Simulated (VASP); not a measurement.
A run of VASP 6.6.1 is set up as follows.

Contents of INCAR:

```
PREC = Accurate ; ENCUT = 520
EDIFF = 1E-6 ; ISMEAR = 0
SIGMA = 0.15 ; LREAL = F
LASPH = T ; NELM = 100
ALGO = Normal ; ISIF = 2
LWAVE = F ; LCHARG = F
GGA = PE ; NBANDS = 26
```

The input KPOINTS:

```
regular mesh
0
Gamma
  12 12 6
```

POSCAR

```
CdInS2
1.0
    4.0863836495      0.0000000000      0.0000000000
   -2.0431918247      3.5389120501      0.0000000000
    0.0000000000      0.0000000000      6.1115953862
Cd In S
1 1 2
Direct
    0.0000000000      0.0000000000      0.0000000000
    0.0000000000      0.0000000000      0.5000000000
    0.6666666667      0.3333333333      0.7089643644
    0.3333333333      0.6666666667      0.2910356356
```

Potentials or basis: VASP PAW PBE potentials, release 64 (Cd, In_d, S).

Command:

```sh
$ cat potpaw_PBE.64/Cd/POTCAR potpaw_PBE.64/In_d/POTCAR potpaw_PBE.64/S/POTCAR > POTCAR
$ mpirun -np 1 vasp_std > vasp.out
```

Problem. Predict the pressure.

Solution. 3.7 GPa.

Problem. Predict the band gap on the k mesh.

Solution. Zero (an odd number of electrons rules out a gap without spin polarisation).

Problem. Estimate the largest force.

Solution. 1.057 eV/Å.

Stress tensor (GPa, compression positive):
```
 0.32  0.00  0.00
 0.00  0.32  0.00
 0.00  0.00 10.41
```

Caveat: the stress differs along the axes, from 0 to 10 GPa; spin-orbit coupling is left out, which moves the levels of the heavy elements; forces of over 1 eV/Å act on the atoms, so gaps and moduli don't describe the material at rest.
